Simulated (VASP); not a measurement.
# NiO (Fm-3m) in VASP: single point with r2SCAN+U

Aim: the single point of NiO with r2SCAN+U.

Program: VASP 6.6.1. These are calculated values, not measurements. Logs are shortened: lines on timing, memory, paths and dates and some standing lists are left out, and cuts for length are marked.

## Step 1: The cell of the first run

The structure is cubic, space group Fm-3m (No. 225). Conventional cell: a = 4.224 Å, b = 4.224 Å, c = 4.224 Å, α = 90.00°, β = 90.00°, γ = 90.00°. Ni (site symmetry m-3m) has 6 O at 2.11 Å within 2.8 Å. O (site symmetry m-3m) has 6 Ni at 2.11 Å within 2.8 Å.

## Step 2: Single point, r2SCAN+U, collinear spin, ferromagnetic start

Input file POSCAR:

```
NiO
1.0
    0.0000000000      2.1120146539      2.1120146539
    2.1120146539      0.0000000000      2.1120146539
    2.1120146539      2.1120146539      0.0000000000
Ni O
1 1
Direct
    0.0000000000      0.0000000000      0.0000000000
    0.5000000000      0.5000000000      0.5000000000
```

Input file INCAR.step1:

```
PREC     = Accurate       # precision mode
ENCUT    = 660            # plane-wave cutoff, eV
ISMEAR   = 0              # smearing method
SIGMA    = 0.02           # smearing width, eV
LREAL    = F              # projectors in reciprocal space
LASPH    = T              # aspherical terms in the spheres
NELM     = 200            # most SCF steps
ISPIN    = 2              # spin polarisation
MAGMOM   = 1.95 0.18      # initial moments
LMAXMIX  = 4              # l up to which the mixer works
LDAU     = T              # DFT+U
LDAUTYPE = 2            
LDAUL    = 2 -1           # shell
LDAUU    = 6.2 0          # U, eV
LDAUJ    = 0 0          
NBANDS   = 23             # bands
GGA      = PE             # functional
ALGO     = Normal         # electronic algorithm
EDIFF    = 1E-5           # SCF threshold, eV
LWAVE    = T              # write WAVECAR
LCHARG   = F              # write CHGCAR
GGA_COMPAT= F
```

Input file INCAR.step2:

```
PREC     = Accurate       # precision mode
ENCUT    = 660            # plane-wave cutoff, eV
EDIFF    = 1E-6           # SCF threshold, eV
ISMEAR   = 0              # smearing method
SIGMA    = 0.02           # smearing width, eV
LREAL    = F              # projectors in reciprocal space
LASPH    = T              # aspherical terms in the spheres
NELM     = 200            # most SCF steps
ALGO     = Normal         # electronic algorithm
ISIF     = 2              # what is computed and relaxed
LWAVE    = F              # write WAVECAR
LCHARG   = T              # write CHGCAR
ISPIN    = 2              # spin polarisation
MAGMOM   = 1.95 0.18      # initial moments
LORBIT   = 11             # projections on sites
LMAXMIX  = 4              # l up to which the mixer works
LDAU     = T              # DFT+U
LDAUTYPE = 2            
LDAUL    = 2 -1           # shell
LDAUU    = 6.2 0          # U, eV
LDAUJ    = 0 0          
LDAUPRINT= 1            
METAGGA  = R2SCAN         # meta-GGA
LMIXTAU  = T            
LELF     = T              # ELF
LVHAR    = T            
NBANDS   = 23             # bands
ISTART   = 1            
GGA_COMPAT= F
```

Input file KPOINTS:

```
regular mesh
0
Gamma
  10 10 10
```

Potentials or basis: VASP PAW PBE potentials, release 64 (Ni_sv_GW, O).

Run with:

```bash
$ cat potpaw_PBE.64/Ni_sv_GW/POTCAR potpaw_PBE.64/O/POTCAR > POTCAR
$ cp INCAR.step1 INCAR
$ mpirun -np 1 vasp_std > vasp.out
$ cp INCAR.step2 INCAR
$ mpirun -np 1 vasp_std > vasp.out
```

OUTCAR:

```text
PREC = Accurate
   ENCUT = 660
   EDIFF = 1E-6
   ISMEAR = 0
   LREAL = F
   LASPH = T
   NELM = 200
   ISIF = 2
   ISPIN = 2
   LORBIT = 11
   METAGGA = R2SCAN
   ISTART = 1

 ion  position               nearest neighbor table
   1  0.000  0.000  0.000-   2 2.11   2 2.11   2 2.11   2 2.11   2 2.11   2 2.11
   2  0.500  0.500  0.500-   1 2.11   1 2.11   1 2.11   1 2.11   1 2.11   1 2.11

  LATTYP: Found a face centered cubic cell.
 ALAT       =     4.2240293078

  Lattice vectors:

 A1 = (   0.0000000000,   2.1120146539,   2.1120146539)
 A2 = (   2.1120146539,   0.0000000000,   2.1120146539)
 A3 = (   2.1120146539,   2.1120146539,   0.0000000000)

Analysis of symmetry for initial positions (statically):
=====================================================================
 Subroutine PRICEL returns:
 Original cell was already a primitive cell.

 Routine SETGRP: Setting up the symmetry group for a
 face centered cubic supercell.

 Subroutine GETGRP returns: Found 48 space group operations
 (whereof 48 operations were pure point group operations)
 out of a pool of 48 trial point group operations.

The static configuration has the point symmetry O_h .

Analysis of symmetry for dynamics (positions and initial velocities):
=====================================================================
 Subroutine PRICEL returns:
 Original cell was already a primitive cell.

 Routine SETGRP: Setting up the symmetry group for a
 face centered cubic supercell.

 Subroutine GETGRP returns: Found 48 space group operations
 (whereof 48 operations were pure point group operations)
 out of a pool of 48 trial point group operations.

The dynamic configuration has the point symmetry O_h .

Analysis of structural, dynamic, and magnetic symmetry:
=====================================================================
 Subroutine PRICEL returns:
 Original cell was already a primitive cell.

 Routine SETGRP: Setting up the symmetry group for a
 face centered cubic supercell.

 Subroutine GETGRP returns: Found 48 space group operations
 (whereof 48 operations were pure point group operations)
 out of a pool of 48 trial point group operations.

The overall configuration has the point symmetry O_h .

 Subroutine INISYM returns: Found 48 space group operations
 (whereof 48 operations are pure point group operations),
 and found     1 'primitive' translations

----------------------------------------------------------------------------------------

                                     Primitive cell

  volume of cell :      18.8417

  direct lattice vectors                    reciprocal lattice vectors
     0.000000000  2.112014654  2.112014654    -0.236740782  0.236740782  0.236740782
     2.112014654  0.000000000  2.112014654     0.236740782 -0.236740782  0.236740782
     2.112014654  2.112014654  0.000000000     0.236740782  0.236740782 -0.236740782

  length of vectors
     2.986839767  2.986839767  2.986839767     0.410047062  0.410047062  0.410047062

  position of ions in fractional coordinates (direct lattice)
     0.000000000  0.000000000  0.000000000
     0.500000000  0.500000000  0.500000000

  ion indices of the primitive-cell ions
   primitive index   ion index
                 1           1
                 2           2

----------------------------------------------------------------------------------------

 KPOINTS: regular mesh

Automatic generation of k-mesh.
 Grid dimensions read from file:
 generate k-points for:   10   10   10

 Generating k-lattice:

  Cartesian coordinates                     Fractional coordinates (reciprocal lattice)
    -0.023674078  0.023674078  0.023674078     0.100000000  0.000000000  0.000000000
     0.023674078 -0.023674078  0.023674078     0.000000000  0.100000000  0.000000000
     0.023674078  0.023674078 -0.023674078     0.000000000  0.000000000  0.100000000

[... 47 lines left out ...]
   PREC   = accura    normal or accurate (medium, high low for compatibility)
   ISTART =      1    job   : 0-new  1-cont  2-samecut
   ICHARG =      0    charge: 1-file 2-atom 10-const
   ISPIN  =      2    spin polarized calculation?
   LNONCOLLINEAR =      F non collinear calculations
   LSORBIT =      F    spin-orbit coupling
   LASPH  =      T    aspherical Exc in radial PAW
   ENCUT  =  660.0 eV  48.51 Ry    6.96 a.u.   6.26  6.26  6.26*2*pi/ulx,y,z
   NELM   =    200;   NELMIN=  2; NELMDL=  0     # of ELM steps
   EDIFF  = 0.1E-05   stopping-criterion for ELM
   LREAL  =      F    real-space projection
   EDIFFG = 0.1E-04   stopping-criterion for IOM
   NSW    =      0    number of steps for IOM
   IBRION =     -1    ionic relax: 0-MD 1-quasi-New 2-CG
   NFREE  =      0    steps in history (QN), initial steepest desc. (CG)
   ISIF   =      2    stress and relaxation
   ISYM   =      2    0-nonsym 1-usesym 2-fastsym
   POTIM  = 0.5000    time-step for ionic-motion
   TEBEG  =    0.0;   TEEND  =   0.0 temperature during run
   PSTRESS=    0.0 pullay stress
   NELECT =      24.0000    total number of electrons
   NUPDOWN=      -1.0000    fix difference up-down
   EMIN   =  10.00;   EMAX   =-10.00  energy-range for DOS
   EFERMI =   0.00;   METHOD = LEGACY
   ISMEAR =     0;   SIGMA  =   0.02  broadening in eV -4-tet -1-fermi 0-gaus
   EFERMI_NEDOS =   21; number of points for ismear=-14 and -15
   IALGO  =     38    algorithm
   IMIX   =      4    mixing-type and parameters
     AMIX     =   0.40;   BMIX     =  1.00
     AMIX_MAG =   1.60;   BMIX_MAG =  1.00
  volume/ion in A,a.u.               =       9.42        63.58
  Fermi-wavevector in a.u.,A,eV,Ry     =   1.774618  3.353543 42.848427  3.149271
  Thomas-Fermi vector in A             =   2.840576
   LORBIT       =     11    0 simple, 1 ext, 2 COOP (PROOUT), +10 PAW based schemes
 LDA+U is selected, type is set to LDAUTYPE =  2
   angular momentum for each species LDAUL =     2   -1
   U (eV)           for each species LDAUU =   6.2  0.0
   J (eV)           for each species LDAUJ =   0.0  0.0
   METAGGA = R2SCAN    functional components
   LHFCALC =     F    Hartree Fock is set to
   AEXX    =    0.0000 exact exchange contribution
   IVDW    =     0    specifies the selected vdW correction
   LEPSILON=     F    determine dielectric tensor
   LRPA    =     F    only Hartree local field effects (RPA)
 spin polarized calculation
 Gauss-broadening in eV      SIGMA  =   0.02
  energy-cutoff  :      660.00
  volume of cell :       18.84
 maximum number of plane-waves:       745
 NGX is ok and might be reduce to    28
   NGX = 13   NGY = 13   NGZ = 13

atom =   1  type =  1  l = 2

 onsite density matrix

spin component  1

  0.9429  0.0000 -0.0000 -0.0000  0.0000
  0.0000  0.9429  0.0000  0.0000 -0.0000
 -0.0000  0.0000  0.9719  0.0000 -0.0000
 -0.0000  0.0000  0.0000  0.9429  0.0000
  0.0000 -0.0000 -0.0000  0.0000  0.9719

spin component  2

  0.9374 -0.0000  0.0000 -0.0000 -0.0000
 -0.0000  0.9374 -0.0000  0.0000  0.0000
  0.0000 -0.0000  0.0709  0.0000 -0.0000
 -0.0000  0.0000  0.0000  0.9374  0.0000
 -0.0000  0.0000 -0.0000  0.0000  0.0709

 occupancies and eigenvectors

  o =  0.0709  v =  0.0000  0.0000  0.0000  0.0000  0.0000  0.0000  0.0000  0.5060 -0.0000  0.8625      0.0000  0.0000  0.0000  0.0000  0.0000  0.0000  0.0000  0.0000  0.0000  0.0000
  o =  0.0709  v =  0.0000  0.0000  0.0000  0.0000  0.0000  0.0000 -0.0000  0.8625  0.0000 -0.5060      0.0000  0.0000  0.0000  0.0000  0.0000  0.0000  0.0000  0.0000  0.0000  0.0000
  o =  0.9374  v =  0.0000  0.0000  0.0000  0.0000  0.0000  0.0000  0.0231 -0.0000  0.9997  0.0000      0.0000  0.0000  0.0000  0.0000  0.0000  0.0000  0.0000  0.0000  0.0000  0.0000
  o =  0.9374  v =  0.0000  0.0000  0.0000  0.0000  0.0000  1.0000  0.0000  0.0000  0.0000  0.0000      0.0000  0.0000  0.0000  0.0000  0.0000  0.0000  0.0000  0.0000  0.0000  0.0000
  o =  0.9374  v =  0.0000  0.0000  0.0000  0.0000  0.0000  0.0000 -0.9997  0.0000  0.0231 -0.0000      0.0000  0.0000  0.0000  0.0000  0.0000  0.0000  0.0000  0.0000  0.0000  0.0000
  o =  0.9429  v =  0.0000 -0.9477  0.0000 -0.3191 -0.0000  0.0000  0.0000  0.0000  0.0000  0.0000      0.0000  0.0000  0.0000  0.0000  0.0000  0.0000  0.0000  0.0000  0.0000  0.0000
  o =  0.9429  v =  1.0000  0.0000  0.0000  0.0000  0.0000  0.0000  0.0000  0.0000  0.0000  0.0000      0.0000  0.0000  0.0000  0.0000  0.0000  0.0000  0.0000  0.0000  0.0000  0.0000
  o =  0.9429  v =  0.0000 -0.3191  0.0000  0.9477 -0.0000  0.0000  0.0000  0.0000  0.0000  0.0000      0.0000  0.0000  0.0000  0.0000  0.0000  0.0000  0.0000  0.0000  0.0000  0.0000
  o =  0.9719  v =  0.0000  0.0000  0.1993  0.0000 -0.9799  0.0000  0.0000  0.0000  0.0000  0.0000      0.0000  0.0000  0.0000  0.0000  0.0000  0.0000  0.0000  0.0000  0.0000  0.0000
  o =  0.9719  v =  0.0000 -0.0000 -0.9799  0.0000 -0.1993  0.0000  0.0000  0.0000  0.0000  0.0000      0.0000  0.0000  0.0000  0.0000  0.0000  0.0000  0.0000  0.0000  0.0000  0.0000

 number of electron      23.9999987 magnetization       1.9999999

 Free energy of the ion-electron system (eV)
  ---------------------------------------------------
  ext. energy  EPLUGINS =         0.00000000
  ---------------------------------------------------
  free energy    TOTEN  =       -19.23079087 eV

  energy without entropy =      -19.23079087  energy(sigma->0) =      -19.23079087

 E-fermi :   5.5450     XC(G=0): -13.5780

 val. band max:        5.3893955130   @ k =   0.5000   0.0000   0.0000
 cond. band min:       8.2331816047   @ k =   0.0000   0.0000   0.0000
 fundamental gap:      2.8437860917
 Fermi energy:         5.5450398808

 spin component 1

 k-point     1 :       0.0000    0.0000    0.0000
  band No.  band energies     occupation
      1    -102.5514      1.00000
      2     -61.4578      1.00000
      3     -61.4578      1.00000
      4     -61.4577      1.00000
      5     -14.3114      1.00000
      6      -0.6180      1.00000
[... 1241 lines left out ...]
     22      39.4193      0.00000
     23      39.5802      0.00000

 [... further k-points ...]
[... 5 lines left out ...]
  --------------------------------------------------------------------------------------
  -------------------------------------------------------------------------------------
  Total       -0.3579441     -0.3579441     -0.3579441      0.0000000      0.0000000      0.0000000
  in kB      -30.4372200    -30.4372200    -30.4372200      0.0000000      0.0000000      0.0000000
  external PRESSURE =     -30.4372200 kB  Pullay stress =       0.0000000 kB

 VOLUME and BASIS-vectors are now :
 -----------------------------------------------------------------------------
  energy-cutoff  :      660.00
  volume of cell :       18.84
      direct lattice vectors                 reciprocal lattice vectors
     0.000000000  2.112014654  2.112014654    -0.236740782  0.236740782  0.236740782
     2.112014654  0.000000000  2.112014654     0.236740782 -0.236740782  0.236740782
     2.112014654  2.112014654  0.000000000     0.236740782  0.236740782 -0.236740782

 POSITION                                       TOTAL-FORCE (eV/Angst)
 -----------------------------------------------------------------------------------
      0.00000      0.00000      0.00000        -0.000000     -0.000000     -0.000000
      2.11201      2.11201      2.11201         0.000000      0.000000      0.000000
 -----------------------------------------------------------------------------------
    total drift:                                0.000000      0.000000      0.000000

  FREE ENERGIE OF THE ION-ELECTRON SYSTEM (eV)
  ---------------------------------------------------
  free  energy   TOTEN  =       -19.2307908652 eV

  energy  without entropy=      -19.2307908652  energy(sigma->0) =      -19.23079087

 total charge

# of ion       s       p       d       f       tot
--------------------------------------------------
    1        2.148   6.210   7.702   0.009  16.070
    2        1.547   3.524   0.000   0.000   5.071
--------------------------------------------------
tot          3.695   9.734   7.702   0.009  21.141

 magnetization (x)

# of ion       s       p       d       f       tot
--------------------------------------------------
    1        0.009   0.010   1.816   0.000   1.835
    2        0.020   0.118   0.000   0.000   0.138
--------------------------------------------------
tot          0.029   0.127   1.816   0.000   1.972
```

Run time: 5.2 min. Hardware: 1 thread of Intel Xeon Platinum 8259CL at 2.50GHz (Skylake/Cascade Lake), shared host; peak memory 0.23 GiB.

Results:

```yaml
Free_energy: -19.2308 eV
Pressure: -3.0 GPa
Band_gap_on_the_k_mesh: 2.84 eV (least direct gap 4.02 eV)
Net_moment: 2.00 μB per cell
Site_moments: Ni +1.83; O +0.14 μB
Valence_electrons_inside_the_program's_atomic_spheres: Ni 16.07; O 5.07
```

Eigenvalues of the final occupation matrices:
```tsv
site	spin	trace	eigenvalues
site 1 d	1	4.77	0.94 0.94 0.94 0.97 0.97
site 1 d	2	2.95	0.07 0.07 0.94 0.94 0.94
```

Caveat: the cell stands under tension; the PAW data sets were made with another functional, which shifts forces and pressure a little; a cell with one magnetic atom can't hold antiferromagnetic order, which such compounds often take. The state reached can hang on the start; a lower one may exist.
